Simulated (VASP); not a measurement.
Here is a VASP 6.6.1 calculation.

The input INCAR:

```
PREC = Accurate ; ENCUT = 520
EDIFF = 1E-7 ; ISMEAR = 0
SIGMA = 0.05 ; LREAL = False
LASPH = True ; NELM = 60
ALGO = Normal ; ISIF = 2
LWAVE = False ; LCHARG = False
GGA = PE ; IVDW = 12
NBANDS = 16
```

The input KPOINTS:

```
regular mesh
0
Gamma
  10 10 8
```

File POSCAR:

```
AgB2
1.0
    2.9637084620      0.0000000000      0.0000000000
   -1.4818542310      2.5666468176      0.0000000000
    0.0000000000      0.0000000000      3.9499830326
Ag B
1 2
Direct
    0.0000000000      0.0000000000      0.0000000000
    0.3333333333      0.6666666667      0.5000000000
    0.6666666667      0.3333333333      0.5000000000
```

Potentials or basis: VASP PAW PBE potentials, release 64 (Ag, B).

The run is started by

```sh
$ cat potpaw_PBE.64/Ag/POTCAR potpaw_PBE.64/B/POTCAR > POTCAR
$ mpirun -np 1 vasp_std > vasp.out
```

Task: Predict the dispersion energy per atom.

Result: -0.349 eV.

Task: Estimate the pressure.

Result: 5.7 GPa.

Stress tensor (GPa, compression positive):
```
6.25 0.00 0.00
0.00 6.25 0.00
0.00 0.00 4.59
```

Caveat: three body term missing; pairwise dispersion overbinds metals, which lowers pressure and volume.
